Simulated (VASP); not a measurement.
# HfO2 (Fm-3m) in VASP: notebook

Runs on HfO2. Level: LDA. Tasks: single point.

All numbers are computed with VASP 6.6.1; they aren't measurements. Logs are shortened: lines on timing, memory, paths and dates and some standing lists are left out, and cuts for length are marked.

## Step 1: The cell of the first run

It takes space group Fm-3m (No. 225, cubic). Conventional cell: a = 5.149 Å, b = 5.149 Å, c = 5.149 Å, α = 90.00°, β = 90.00°, γ = 90.00°. Within 2.9 Å of Hf (site symmetry m-3m) lie 8 O at 2.23 Å. Within 2.9 Å of O (site symmetry -43m) lie 4 Hf at 2.23 Å and 6 O at 2.57 Å.

## Step 2: Single point, LDA (volume scaled by 1.02)

Input file INCAR:

```
SYSTEM = HfO2
ALGO     = Normal         ! electronic algorithm
EDIFF    = 1E-6           ! SCF threshold, eV
ENCUT    = 520            ! plane-wave cutoff, eV
ISIF     = 2              ! what is computed and relaxed
ISMEAR   = -1             ! smearing method
LASPH    = .True.         ! aspherical terms in the spheres
LCHARG   = .True.         ! write CHGCAR
LELF     = .True.         ! ELF
LREAL    = .False.        ! projectors in reciprocal space
LVHAR    = .True.       
LWAVE    = .False.        ! write WAVECAR
NBANDS   = 18             ! bands
NELM     = 100            ! most SCF steps
PREC     = Accurate       ! precision mode
SIGMA    = 0.01           ! smearing width, eV
```

Input file KPOINTS:

```
k-points
0
Gamma
  9 9 9
  0 0 0
```

Input file POSCAR:

```
HfO2
1.0
    0.0000000000      2.5744375797      2.5744375797
    2.5744375797      0.0000000000      2.5744375797
    2.5744375797      2.5744375797      0.0000000000
Hf O
1 2
Direct
    0.0000000000      0.0000000000      0.0000000000
    0.2500000000      0.2500000000      0.2500000000
    0.7500000000      0.7500000000      0.7500000000
```

Potentials or basis: VASP PAW LDA potentials, release 64 (Hf_pv, O).

The run is started by

```sh
$ cat potpaw_LDA.64/Hf_pv/POTCAR potpaw_LDA.64/O/POTCAR > POTCAR
$ mpirun -np 1 vasp_std > vasp.out
```

OUTCAR:

```text
SYSTEM = HfO2
   EDIFF = 1E-6
   ENCUT = 520
   ISIF = 2
   ISMEAR = -1
   LASPH = .True.
   LREAL = .False.
   NELM = 100
   PREC = Accurate

 ion  position               nearest neighbor table
   1  0.000  0.000  0.000-   2 2.23   3 2.23   3 2.23   3 2.23   3 2.23   2 2.23   2 2.23   2 2.23

   2  0.250  0.250  0.250-   1 2.23   1 2.23   1 2.23   1 2.23
   3  0.750  0.750  0.750-   1 2.23   1 2.23   1 2.23   1 2.23

  LATTYP: Found a face centered cubic cell.
 ALAT       =     5.1488751594

  Lattice vectors:

 A1 = (   0.0000000000,   2.5744375797,   2.5744375797)
 A2 = (   2.5744375797,   0.0000000000,   2.5744375797)
 A3 = (   2.5744375797,   2.5744375797,   0.0000000000)

Analysis of symmetry for initial positions (statically):
=====================================================================
 Subroutine PRICEL returns:
 Original cell was already a primitive cell.

 Routine SETGRP: Setting up the symmetry group for a
 face centered cubic supercell.

 Subroutine GETGRP returns: Found 48 space group operations
 (whereof 48 operations were pure point group operations)
 out of a pool of 48 trial point group operations.

The static configuration has the point symmetry O_h .

Analysis of symmetry for dynamics (positions and initial velocities):
=====================================================================
 Subroutine PRICEL returns:
 Original cell was already a primitive cell.

 Routine SETGRP: Setting up the symmetry group for a
 face centered cubic supercell.

 Subroutine GETGRP returns: Found 48 space group operations
 (whereof 48 operations were pure point group operations)
 out of a pool of 48 trial point group operations.

The dynamic configuration has the point symmetry O_h .

 Subroutine INISYM returns: Found 48 space group operations
 (whereof 48 operations are pure point group operations),
 and found     1 'primitive' translations

----------------------------------------------------------------------------------------

                                     Primitive cell

  volume of cell :      34.1253

  direct lattice vectors                    reciprocal lattice vectors
     0.000000000  2.574437580  2.574437580    -0.194217177  0.194217177  0.194217177
     2.574437580  0.000000000  2.574437580     0.194217177 -0.194217177  0.194217177
     2.574437580  2.574437580  0.000000000     0.194217177  0.194217177 -0.194217177

  length of vectors
     3.640804541  3.640804541  3.640804541     0.336394019  0.336394019  0.336394019

  position of ions in fractional coordinates (direct lattice)
     0.000000000  0.000000000  0.000000000
     0.250000000  0.250000000  0.250000000
     0.750000000  0.750000000  0.750000000

  ion indices of the primitive-cell ions
   primitive index   ion index
                 1           1
                 2           2
                 3           3

----------------------------------------------------------------------------------------

 KPOINTS: k-points

Automatic generation of k-mesh.
 Grid dimensions read from file:
 generate k-points for:    9    9    9

 Generating k-lattice:

  Cartesian coordinates                     Fractional coordinates (reciprocal lattice)
    -0.021579686  0.021579686  0.021579686     0.111111111  0.000000000  0.000000000
     0.021579686 -0.021579686  0.021579686     0.000000000  0.111111111  0.000000000
     0.021579686  0.021579686 -0.021579686     0.000000000  0.000000000  0.111111111

  Length of vectors
     0.037377113  0.037377113  0.037377113

  Shift w.r.t. Gamma in fractional coordinates (k-lattice)
     0.000000000  0.000000000  0.000000000

 Subroutine IBZKPT returns following result:
 ===========================================

 Found     35 irreducible k-points:

 Following reciprocal coordinates:
            Coordinates               Weight
  0.000000  0.000000  0.000000      1.000000
  0.111111  0.000000  0.000000      8.000000
  0.222222  0.000000  0.000000      8.000000
  0.333333  0.000000  0.000000      8.000000
  0.444444  0.000000  0.000000      8.000000
  0.111111  0.111111  0.000000      6.000000
[... 16 lines left out ...]
 -0.333333  0.333333  0.000000     12.000000
  0.444444  0.444444  0.000000      6.000000
 [... further k-points ...]
   k-points           NKPTS =     35   k-points in BZ     NKDIM =     35   number of bands    NBANDS=     18
   number of dos      NEDOS =    301   number of ions     NIONS =      3
   total plane-waves  NPLWV =  21952
   dimension x,y,z NGX =    28 NGY =   28 NGZ =   28
   dimension x,y,z NGXF=    56 NGYF=   56 NGZF=   56
   ions per type =               1   2
   NGX,Y,Z   is equivalent  to a cutoff of  12.79, 12.79, 12.79 a.u.
   NGXF,Y,Z  is equivalent  to a cutoff of  25.57, 25.57, 25.57 a.u.
 SYSTEM =  HfO2
   PREC   = accura    normal or accurate (medium, high low for compatibility)
   ISTART =      0    job   : 0-new  1-cont  2-samecut
   ICHARG =      2    charge: 1-file 2-atom 10-const
   ISPIN  =      1    spin polarized calculation?
   LNONCOLLINEAR =      F non collinear calculations
   LSORBIT =      F    spin-orbit coupling
   LASPH  =      T    aspherical Exc in radial PAW
   ENCUT  =  520.0 eV  38.22 Ry    6.18 a.u.   6.77  6.77  6.77*2*pi/ulx,y,z
   NELM   =    100;   NELMIN=  2; NELMDL= -5     # of ELM steps
   EDIFF  = 0.1E-05   stopping-criterion for ELM
   LREAL  =      F    real-space projection
   EDIFFG = 0.1E-04   stopping-criterion for IOM
   NSW    =      0    number of steps for IOM
   IBRION =     -1    ionic relax: 0-MD 1-quasi-New 2-CG
   NFREE  =      0    steps in history (QN), initial steepest desc. (CG)
   ISIF   =      2    stress and relaxation
   ISYM   =      2    0-nonsym 1-usesym 2-fastsym
   POTIM  = 0.5000    time-step for ionic-motion
   TEBEG  =    0.0;   TEEND  =   0.0 temperature during run
   PSTRESS=    0.0 pullay stress
   NELECT =      22.0000    total number of electrons
   NUPDOWN=      -1.0000    fix difference up-down
   EMIN   =  10.00;   EMAX   =-10.00  energy-range for DOS
   EFERMI =   0.00;   METHOD = LEGACY
   ISMEAR =    -1;   SIGMA  =   0.01  broadening in eV -4-tet -1-fermi 0-gaus
   EFERMI_NEDOS =   21; number of points for ismear=-14 and -15
   IALGO  =     38    algorithm
   IMIX   =      4    mixing-type and parameters
     AMIX     =   0.40;   BMIX     =  1.00
     AMIX_MAG =   1.60;   BMIX_MAG =  1.00
  volume/ion in A,a.u.               =      11.38        76.76
  Fermi-wavevector in a.u.,A,eV,Ry     =   1.414241  2.672528 27.212700  2.000077
  Thomas-Fermi vector in A             =   2.535803
   LORBIT       =      0    0 simple, 1 ext, 2 COOP (PROOUT), +10 PAW based schemes
   GGA     = CA    functional components
   LHFCALC =     F    Hartree Fock is set to
   AEXX    =    0.0000 exact exchange contribution
   IVDW    =     0    specifies the selected vdW correction
   LEPSILON=     F    determine dielectric tensor
   LRPA    =     F    only Hartree local field effects (RPA)
 non-spin polarized calculation
  energy-cutoff  :      520.00
  volume of cell :       34.13
 maximum number of plane-waves:       941
   NGX = 13   NGY = 13   NGZ = 13

 number of electron      21.9999995 magnetization

 Free energy of the ion-electron system (eV)
  ---------------------------------------------------
  ext. energy  EPLUGINS =         0.00000000
  ---------------------------------------------------
  free energy    TOTEN  =       -32.82255609 eV

  energy without entropy =      -32.82255609  energy(sigma->0) =      -32.82255609

 E-fermi :   3.8693     XC(G=0): -12.0727

 val. band max:        3.6057242670   @ k =  -0.4444   0.4444   0.0000
 cond. band min:       7.1826769932   @ k =   0.4444   0.4444   0.0000
 fundamental gap:      3.5769527261
 Fermi energy:         3.8693231342

 k-point     1 :       0.0000    0.0000    0.0000
  band No.  band energies     occupation
      1     -26.0463      2.00000
      2     -26.0463      2.00000
      3     -26.0463      2.00000
      4     -14.5320      2.00000
      5     -11.6039      2.00000
      6      -1.4732      2.00000
[... 10 lines left out ...]
     17      13.4504      0.00000
     18      15.9834      0.00000

 k-point     2 :       0.1111    0.0000    0.0000
  band No.  band energies     occupation
      1     -26.0907      2.00000
      2     -26.0513      2.00000
      3     -26.0513      2.00000
      4     -14.3784      2.00000
      5     -11.7325      2.00000
      6      -1.3588      2.00000
[... 10 lines left out ...]
     17      13.2523      0.00000
     18      15.9774      0.00000

 k-point     3 :       0.2222    0.0000    0.0000
  band No.  band energies     occupation
      1     -26.2002      2.00000
      2     -26.0639      2.00000
      3     -26.0639      2.00000
      4     -13.9890      2.00000
      5     -12.0224      2.00000
      6      -1.0629      2.00000
[... 10 lines left out ...]
     17      12.8546      0.00000
     18      15.8096      0.00000

 k-point     4 :       0.3333    0.0000    0.0000
  band No.  band energies     occupation
      1     -26.3198      2.00000
      2     -26.0781      2.00000
      3     -26.0781      2.00000
      4     -13.5671      2.00000
      5     -12.2705      2.00000
      6      -0.7231      2.00000
[... 10 lines left out ...]
     17      12.6624      0.00000
     18      15.0831      0.00000

 k-point     5 :       0.4444    0.0000    0.0000
  band No.  band energies     occupation
      1     -26.3954      2.00000
      2     -26.0874      2.00000
      3     -26.0874      2.00000
      4     -13.3471      2.00000
      5     -12.3427      2.00000
      6      -0.5114      2.00000
[... 10 lines left out ...]
     17      12.4830      0.00000
     18      15.2280      0.00000

 k-point     6 :       0.1111    0.1111    0.0000
  band No.  band energies     occupation
      1     -26.0941      2.00000
      2     -26.0586      2.00000
      3     -26.0586      2.00000
      4     -14.3252      2.00000
      5     -11.7757      2.00000
      6      -1.3477      2.00000
[... 10 lines left out ...]
     17      13.1978      0.00000
     18      15.9737      0.00000

 k-point     7 :       0.2222    0.1111    0.0000
  band No.  band energies     occupation
      1     -26.1753      2.00000
      2     -26.0730      2.00000
      3     -26.0708      2.00000
      4     -14.0072      2.00000
      5     -12.0120      2.00000
      6      -1.1327      2.00000
[... 10 lines left out ...]
     17      12.9293      0.00000
     18      15.9471      0.00000

 k-point     8 :       0.3333    0.1111    0.0000
  band No.  band energies     occupation
      1     -26.2846      2.00000
      2     -26.0900      2.00000
      3     -26.0877      2.00000
      4     -13.5796      2.00000
      5     -12.2754      2.00000
      6      -0.8144      2.00000
[... 10 lines left out ...]
     17      12.9259      0.00000
     18      15.5600      0.00000
[... 229 lines left out ...]
     17      13.4876      0.00000
     18      15.8304      0.00000

 k-point    20 :       0.3333    0.3333    0.0000
  band No.  band energies     occupation
      1     -26.3359      2.00000
      2     -26.1249      2.00000
      3     -26.1249      2.00000
      4     -13.0918      2.00000
      5     -12.5601      2.00000
      6      -1.5095      2.00000
[... 10 lines left out ...]
     17      12.6966      0.00000
     18      15.9647      0.00000

 k-point    21 :       0.4444    0.3333    0.0000
  band No.  band energies     occupation
      1     -26.3748      2.00000
      2     -26.1554      2.00000
      3     -26.1352      2.00000
      4     -12.8078      2.00000
      5     -12.6822      2.00000
      6      -1.9936      2.00000
[... 10 lines left out ...]
     17      14.0859      0.00000
     18      15.9674      0.00000

 k-point    22 :      -0.4444    0.3333    0.0000
  band No.  band energies     occupation
      1     -26.3635      2.00000
      2     -26.2136      2.00000
      3     -26.1323      2.00000
      4     -12.7940      2.00000
      5     -12.5974      2.00000
      6      -2.0016      2.00000
[... 10 lines left out ...]
     17      15.2908      0.00000
     18      15.9564      0.00000

 k-point    23 :      -0.3333    0.3333    0.0000
  band No.  band energies     occupation
      1     -26.3006      2.00000
      2     -26.2781      2.00000
      3     -26.1175      2.00000
      4     -12.8398      2.00000
      5     -12.5851      2.00000
      6      -1.6015      2.00000
[... 10 lines left out ...]
     17      15.0844      0.00000
     18      15.9245      0.00000

 k-point    24 :       0.4444    0.4444    0.0000
  band No.  band energies     occupation
      1     -26.4139      2.00000
      2     -26.1478      2.00000
      3     -26.1478      2.00000
      4     -12.7910      2.00000
      5     -12.5943      2.00000
      6      -2.4926      2.00000
[... 10 lines left out ...]
     17      15.0262      0.00000
     18      15.9723      0.00000

 [... further k-points ...]

------------------------ aborting loop because EDIFF is reached ----------------------------------------

  FORCE on cell =-STRESS in cart. coord.  units (eV):
  Direction    XX          YY          ZZ          XY          YZ          ZX
  --------------------------------------------------------------------------------------
  -------------------------------------------------------------------------------------
  Total       -4.9299912     -4.9299912     -4.9299912      0.0000000      0.0000000     -0.0000000
  in kB     -231.4619627   -231.4619627   -231.4619627      0.0000000      0.0000000     -0.0000000
  external PRESSURE =    -231.4619627 kB  Pullay stress =       0.0000000 kB

 VOLUME and BASIS-vectors are now :
 -----------------------------------------------------------------------------
  energy-cutoff  :      520.00
  volume of cell :       34.13
      direct lattice vectors                 reciprocal lattice vectors
     0.000000000  2.574437580  2.574437580    -0.194217177  0.194217177  0.194217177
     2.574437580  0.000000000  2.574437580     0.194217177 -0.194217177  0.194217177
     2.574437580  2.574437580  0.000000000     0.194217177  0.194217177 -0.194217177

 POSITION                                       TOTAL-FORCE (eV/Angst)
 -----------------------------------------------------------------------------------
      0.00000      0.00000      0.00000        -0.000000     -0.000000      0.000000
      1.28722      1.28722      1.28722        -0.000000      0.000000     -0.000000
      3.86166      3.86166      3.86166         0.000000     -0.000000      0.000000
 -----------------------------------------------------------------------------------
    total drift:                                0.000000      0.000000      0.000000

  FREE ENERGIE OF THE ION-ELECTRON SYSTEM (eV)
  ---------------------------------------------------
  free  energy   TOTEN  =       -32.8225560912 eV

  energy  without entropy=      -32.8225560912  energy(sigma->0) =      -32.82255609
```

It took 38 s on 1 thread of AMD EPYC 7R13, shared host; peak memory 0.12 GiB.

What came out:

* Free energy: -32.8226 eV
* Pressure: -23.1 GPa
* Band gap on the k mesh: 3.58 eV, indirect (least direct gap 3.69 eV)

Caveat: spin-orbit coupling is left out, which moves the levels of the heavy elements. A k mesh can miss the band edges.

(Part 1 of 2 ends here.)
